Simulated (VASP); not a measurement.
# Os (P6_3/mmc) in VASP: a series of runs

Runs on Os. Level: PBEsol. Tasks: single point.

All numbers are computed with VASP 6.6.1; they aren't measurements. Logs are shortened: lines on timing, memory, paths and dates and some standing lists are left out, and cuts for length are marked.

### Step 1. The cell of the first run

Symmetry: P6_3/mmc, No. 194, hexagonal system. The conventional cell has a = 2.678 Å, b = 2.678 Å, c = 4.232 Å, α = 90.00°, β = 90.00°, γ = 120.00°. Within 3.5 Å of Os (site symmetry -6m2) lie 12 Os at 2.62 to 2.68 Å.

### Step 2. Single point, PBEsol (volume scaled by 0.94)

Contents of INCAR:

```
PREC     = Accurate       # precision mode
ENCUT    = 520            # plane-wave cutoff, eV
EDIFF    = 1E-6           # SCF threshold, eV
ISMEAR   = -1             # smearing method
SIGMA    = 0.08           # smearing width, eV
LREAL    = F              # projectors in reciprocal space
LASPH    = T              # aspherical terms in the spheres
NELM     = 100            # most SCF steps
ALGO     = Normal         # electronic algorithm
ISIF     = 2              # what is computed and relaxed
LWAVE    = F              # write WAVECAR
LCHARG   = F              # write CHGCAR
GGA      = PS             # functional
NBANDS   = 15             # bands
```

Contents of KPOINTS:

```
Automatic mesh
0
Gamma
  17 17 10
```

Contents of POSCAR:

```
Os
1.0
    2.6782863558      0.0000000000      0.0000000000
   -1.3391431780      2.3194640228      0.0000000000
    0.0000000000      0.0000000000      4.2315181138
Os
2
Direct
    0.3333333333      0.6666666667      0.2500000000
    0.6666666667      0.3333333333      0.7500000000
```

Potentials or basis: VASP PAW PBE potentials, release 64 (Os).

Command:

```
$ cat potpaw_PBE.64/Os/POTCAR > POTCAR
$ mpirun -np 1 vasp_std > vasp.out
```

OUTCAR:

```text
PREC = Accurate
   ENCUT = 520
   EDIFF = 1E-6
   ISMEAR = -1
   LREAL = F
   LASPH = T
   NELM = 100
   ISIF = 2
   GGA = PS

 ion  position               nearest neighbor table
   1  0.333  0.667  0.250-   2 2.62   2 2.62   2 2.62   2 2.62   2 2.62   2 2.62
   2  0.667  0.333  0.750-   1 2.62   1 2.62   1 2.62   1 2.62   1 2.62   1 2.62

  LATTYP: Found a hexagonal cell.
 ALAT       =     2.6782863558
 C/A-ratio  =     1.5799349105

  Lattice vectors:

 A1 = (   2.6782863558,   0.0000000000,   0.0000000000)
 A2 = (  -1.3391431780,   2.3194640228,   0.0000000000)
 A3 = (   0.0000000000,   0.0000000000,   4.2315181138)

Analysis of symmetry for initial positions (statically):
=====================================================================
 Subroutine PRICEL returns:
 Original cell was already a primitive cell.

 Routine SETGRP: Setting up the symmetry group for a
 hexagonal supercell.

 Subroutine GETGRP returns: Found 24 space group operations
 (whereof 12 operations were pure point group operations)
 out of a pool of 24 trial point group operations.

The static configuration has the point symmetry D_3d.
 The point group associated with its full space group is D_6h.

Analysis of symmetry for dynamics (positions and initial velocities):
=====================================================================
 Subroutine PRICEL returns:
 Original cell was already a primitive cell.

 Routine SETGRP: Setting up the symmetry group for a
 hexagonal supercell.

 Subroutine GETGRP returns: Found 24 space group operations
 (whereof 12 operations were pure point group operations)
 out of a pool of 24 trial point group operations.

The dynamic configuration has the point symmetry D_3d.
 The point group associated with its full space group is D_6h.

 Subroutine INISYM returns: Found 24 space group operations
 (whereof 12 operations are pure point group operations),
 and found     1 'primitive' translations

----------------------------------------------------------------------------------------

                                     Primitive cell

  volume of cell :      26.2870

  direct lattice vectors                    reciprocal lattice vectors
     2.678286356  0.000000000  0.000000000     0.373373070  0.215567043  0.000000000
    -1.339143178  2.319464023  0.000000000     0.000000000  0.431134085  0.000000000
     0.000000000  0.000000000  4.231518114     0.000000000  0.000000000  0.236321805

  length of vectors
     2.678286356  2.678286356  4.231518114     0.431134085  0.431134085  0.236321805

  position of ions in fractional coordinates (direct lattice)
     0.333333333  0.666666667  0.250000000
     0.666666667  0.333333333  0.750000000

  ion indices of the primitive-cell ions
   primitive index   ion index
                 1           1
                 2           2

----------------------------------------------------------------------------------------

 KPOINTS: Automatic mesh

Automatic generation of k-mesh.
 Grid dimensions read from file:
 generate k-points for:   17   17   10

 Generating k-lattice:

  Cartesian coordinates                     Fractional coordinates (reciprocal lattice)
     0.021963122  0.012680414  0.000000000     0.058823529  0.000000000  0.000000000
     0.000000000  0.025360829  0.000000000     0.000000000  0.058823529  0.000000000
     0.000000000  0.000000000  0.023632181     0.000000000  0.000000000  0.100000000

  Length of vectors
     0.025360829  0.025360829  0.023632181

  Shift w.r.t. Gamma in fractional coordinates (k-lattice)
     0.000000000  0.000000000  0.000000000

 Subroutine IBZKPT returns following result:
 ===========================================

 Found    198 irreducible k-points:

 Following reciprocal coordinates:
            Coordinates               Weight
  0.000000  0.000000  0.000000      1.000000
  0.058824 -0.000000  0.000000      6.000000
  0.117647 -0.000000  0.000000      6.000000
  0.176471 -0.000000  0.000000      6.000000
  0.235294 -0.000000  0.000000      6.000000
  0.294118 -0.000000  0.000000      6.000000
[... 16 lines left out ...]
  0.411765  0.117647  0.000000     12.000000
  0.176471  0.176471  0.000000      6.000000
 [... further k-points ...]
   k-points           NKPTS =    198   k-points in BZ     NKDIM =    198   number of bands    NBANDS=     15
   number of dos      NEDOS =    301   number of ions     NIONS =      2
   total plane-waves  NPLWV =  12800
   dimension x,y,z NGX =    20 NGY =   20 NGZ =   32
   dimension x,y,z NGXF=    40 NGYF=   40 NGZF=   64
   ions per type =               2
   NGX,Y,Z   is equivalent  to a cutoff of  12.41, 12.41, 12.57 a.u.
   NGXF,Y,Z  is equivalent  to a cutoff of  24.83, 24.83, 25.14 a.u.
 SYSTEM =  unknown system
   PREC   = accura    normal or accurate (medium, high low for compatibility)
   ISTART =      0    job   : 0-new  1-cont  2-samecut
   ICHARG =      2    charge: 1-file 2-atom 10-const
   ISPIN  =      1    spin polarized calculation?
   LNONCOLLINEAR =      F non collinear calculations
   LSORBIT =      F    spin-orbit coupling
   LASPH  =      T    aspherical Exc in radial PAW
   ENCUT  =  520.0 eV  38.22 Ry    6.18 a.u.   4.98  4.98  7.87*2*pi/ulx,y,z
   NELM   =    100;   NELMIN=  2; NELMDL= -5     # of ELM steps
   EDIFF  = 0.1E-05   stopping-criterion for ELM
   LREAL  =      F    real-space projection
   EDIFFG = 0.1E-04   stopping-criterion for IOM
   NSW    =      0    number of steps for IOM
   IBRION =     -1    ionic relax: 0-MD 1-quasi-New 2-CG
   NFREE  =      0    steps in history (QN), initial steepest desc. (CG)
   ISIF   =      2    stress and relaxation
   ISYM   =      2    0-nonsym 1-usesym 2-fastsym
   POTIM  = 0.5000    time-step for ionic-motion
   TEBEG  =    0.0;   TEEND  =   0.0 temperature during run
   PSTRESS=    0.0 pullay stress
   NELECT =      16.0000    total number of electrons
   NUPDOWN=      -1.0000    fix difference up-down
   EMIN   =  10.00;   EMAX   =-10.00  energy-range for DOS
   EFERMI =   0.00;   METHOD = LEGACY
   ISMEAR =    -1;   SIGMA  =   0.08  broadening in eV -4-tet -1-fermi 0-gaus
   EFERMI_NEDOS =   21; number of points for ismear=-14 and -15
   IALGO  =     38    algorithm
   IMIX   =      4    mixing-type and parameters
     AMIX     =   0.40;   BMIX     =  1.00
     AMIX_MAG =   1.60;   BMIX_MAG =  1.00
  volume/ion in A,a.u.               =      13.14        88.70
  Fermi-wavevector in a.u.,A,eV,Ry     =   1.387398  2.621803 26.189507  1.924874
  Thomas-Fermi vector in A             =   2.511623
   LORBIT       =      0    0 simple, 1 ext, 2 COOP (PROOUT), +10 PAW based schemes
   GGA     = PS    functional components
   LHFCALC =     F    Hartree Fock is set to
   AEXX    =    0.0000 exact exchange contribution
   IVDW    =     0    specifies the selected vdW correction
   LEPSILON=     F    determine dielectric tensor
   LRPA    =     F    only Hartree local field effects (RPA)
 non-spin polarized calculation
  energy-cutoff  :      520.00
  volume of cell :       26.29
 maximum number of plane-waves:       728
 NGX is ok and might be reduce to    20
   NGX =  9   NGY =  9   NGZ = 15

 number of electron      16.0000001 magnetization

 Free energy of the ion-electron system (eV)
  ---------------------------------------------------
  ext. energy  EPLUGINS =         0.00000000
  ---------------------------------------------------
  free energy    TOTEN  =       -24.36568813 eV

  energy without entropy =      -24.34116990  energy(sigma->0) =      -24.35342901

 E-fermi :  10.3292     XC(G=0): -14.5119

 val. band max:       10.3177123910   @ k =   0.1176   0.1176   0.3000
 cond. band min:      10.3372841539   @ k =   0.1765   0.0588   0.3000
 fundamental gap:      0.0195717629
 Fermi energy:        10.3292300415

 k-point     1 :       0.0000    0.0000    0.0000
  band No.  band energies     occupation
      1      -1.2881      2.00000
      2       1.8351      2.00000
      3       6.9069      2.00000
      4       6.9069      2.00000
      5       7.1985      2.00000
      6       7.8450      2.00000
      7       7.8450      2.00000
      8       8.5730      2.00000
      9       8.5730      2.00000
     10      10.3031      1.16170
     11      12.1423      0.00000
     12      12.1423      0.00000
     13      20.0915      0.00000
     14      24.2811      0.00000
     15      27.1124      0.00000

 k-point     2 :       0.0588   -0.0000    0.0000
  band No.  band energies     occupation
      1      -1.1368      2.00000
      2       1.9708      2.00000
      3       6.5667      2.00000
      4       7.0423      2.00000
      5       7.4944      2.00000
      6       7.7507      2.00000
      7       7.9720      2.00000
      8       8.3811      2.00000
      9       8.4598      2.00000
     10       9.6081      1.99976
     11      12.2241      0.00000
     12      13.0620      0.00000
     13      20.0893      0.00000
     14      24.6073      0.00000
     15      27.3141      0.00000

 k-point     3 :       0.1176   -0.0000    0.0000
  band No.  band energies     occupation
      1      -0.6980      2.00000
      2       2.3459      2.00000
      3       6.0719      2.00000
      4       7.4429      2.00000
      5       7.4677      2.00000
      6       7.6280      2.00000
      7       7.9587      2.00000
      8       8.1650      2.00000
      9       8.3466      2.00000
     10       8.9152      2.00000
     11      12.4277      0.00000
     12      14.6176      0.00000
     13      20.0456      0.00000
     14      25.4989      0.00000
     15      27.8288      0.00000
[... 343 lines left out ...]
 k-point    23 :       0.4118    0.1176    0.0000
  band No.  band energies     occupation
      1       2.8544      2.00000
      2       3.1272      2.00000
      3       3.2327      2.00000
      4       6.2926      2.00000
      5       6.6245      2.00000
      6       7.3713      2.00000
      7       8.2815      2.00000
      8      12.3083      0.00000
      9      12.6255      0.00000
     10      13.0638      0.00000
     11      15.1124      0.00000
     12      17.1004      0.00000
     13      20.4907      0.00000
     14      20.8810      0.00000
     15      23.6552      0.00000

 k-point    24 :       0.1765    0.1765    0.0000
  band No.  band energies     occupation
      1       2.0088      2.00000
      2       3.9953      2.00000
      3       4.5947      2.00000
      4       4.6165      2.00000
      5       6.5103      2.00000
      6       7.0501      2.00000
      7       8.2103      2.00000
      8       9.3450      1.99999
      9      10.5777      0.08574
     10      11.6183      0.00000
     11      12.8232      0.00000
     12      19.4967      0.00000
     13      20.2010      0.00000
     14      23.9311      0.00000
     15      24.3584      0.00000

 [... further k-points ...]
[... 5 lines left out ...]
  --------------------------------------------------------------------------------------
  -------------------------------------------------------------------------------------
  Total        4.6495031      4.6495031      4.8783344     -0.0000000     -0.0000000      0.0000000
  in kB      283.3846159    283.3846159    297.3317559     -0.0000000     -0.0000000      0.0000000
  external PRESSURE =     288.0336625 kB  Pullay stress =       0.0000000 kB

 VOLUME and BASIS-vectors are now :
 -----------------------------------------------------------------------------
  energy-cutoff  :      520.00
  volume of cell :       26.29
      direct lattice vectors                 reciprocal lattice vectors
     2.678286356  0.000000000  0.000000000     0.373373070  0.215567043  0.000000000
    -1.339143178  2.319464023  0.000000000     0.000000000  0.431134085  0.000000000
     0.000000000  0.000000000  4.231518114     0.000000000  0.000000000  0.236321805

 POSITION                                       TOTAL-FORCE (eV/Angst)
 -----------------------------------------------------------------------------------
     -0.00000      1.54631      1.05788         0.000000     -0.000000      0.000000
      1.33914      0.77315      3.17364        -0.000000      0.000000      0.000000
 -----------------------------------------------------------------------------------
    total drift:                                0.000000     -0.000000     -0.000000

  FREE ENERGIE OF THE ION-ELECTRON SYSTEM (eV)
  ---------------------------------------------------
  free  energy   TOTEN  =       -24.3656881322 eV

  energy  without entropy=      -24.3411698962  energy(sigma->0) =      -24.35342901
```

It took 39 s on 1 thread of Intel Xeon 6975P-C (Granite Rapids), shared host; peak memory 0.18 GiB.

What came out:

- Free energy: -24.3657 eV
- Pressure: 28.8 GPa
- Band gap on the k mesh: zero (band 8 reaches 12.59 eV, above the bottom of band 9 at 8.24 eV)

Levels at points of the mesh, in eV from the Fermi level:
```tsv
k point	band 5	band 6	band 7	band 8	band 9	band 10	band 11	band 12
(0.00, 0.00, 0.00)	-3.13	-2.48	-2.48	-1.76	-1.76	-0.03	1.81	1.81
(0.00, 0.00, 0.50)	-3.63	-3.63	-3.63	-3.63	0.96	0.96	0.96	0.96
```

Caveat: the PAW data sets were made with another functional, which shifts forces and pressure a little; spin-orbit coupling is left out, which moves the levels of the heavy elements.

### Step 3. Single point, PBEsol (volume scaled by 0.96)

Contents of INCAR:

```
SYSTEM = Os
PREC = Accurate
ENCUT = 520
EDIFF = 1E-7
ISMEAR = -1
SIGMA = 0.08
LREAL = .FALSE.
LASPH = .TRUE.
NELM = 80
ALGO = Normal
ISIF = 2
LWAVE = .FALSE.
LCHARG = .TRUE.
GGA = PS
LELF = .TRUE.
LVHAR = .TRUE.
NBANDS = 15
```

Contents of KPOINTS:

```
regular mesh
0
G
  17 17 10
  0 0 0
```

Contents of POSCAR:

```
Os
1.0
    2.6971481488      0.0000000000      0.0000000000
   -1.3485740745      2.3357988147      0.0000000000
    0.0000000000      0.0000000000      4.2613185190
Os
2
Direct
    0.3333333333      0.6666666667      0.2500000000
    0.6666666667      0.3333333333      0.7500000000
```

Potentials or basis: VASP PAW PBE potentials, release 64 (Os).

Command:

```
$ cat potpaw_PBE.64/Os/POTCAR > POTCAR
$ mpirun -np 1 vasp_std > vasp.out
```

Wall time 43 s (1 thread of Intel Xeon 6975P-C (Granite Rapids), shared host); peak memory 0.19 GiB.

The run converged. Its results:

```yaml
Free_energy: -24.4459 eV
Pressure: 17.2 GPa
Band_gap_on_the_k_mesh: zero (band 8 reaches 12.17 eV, above the bottom of band 9 at 7.97 eV)
```

Stress tensor (GPa, compression positive):
```
16.98  0.00  0.00
 0.00 16.98  0.00
 0.00  0.00 17.59
```

Levels at points of the mesh, in eV from the Fermi level:
```tsv
k point	band 4	band 5	band 6	band 7	band 8	band 9	band 10	band 11	band 12	band 13
(0.00, 0.00, 0.00)	-3.31	-3.03	-2.41	-2.41	-1.70	-1.70	-0.03	1.76	1.76	9.50
(0.00, 0.00, 0.50)	-3.83	-3.51	-3.51	-3.51	-3.51	0.93	0.93	0.93	0.93	13.71
```

Caveat: the PAW data sets were made with another functional, which shifts forces and pressure a little; spin-orbit coupling is left out, which moves the levels of the heavy elements.
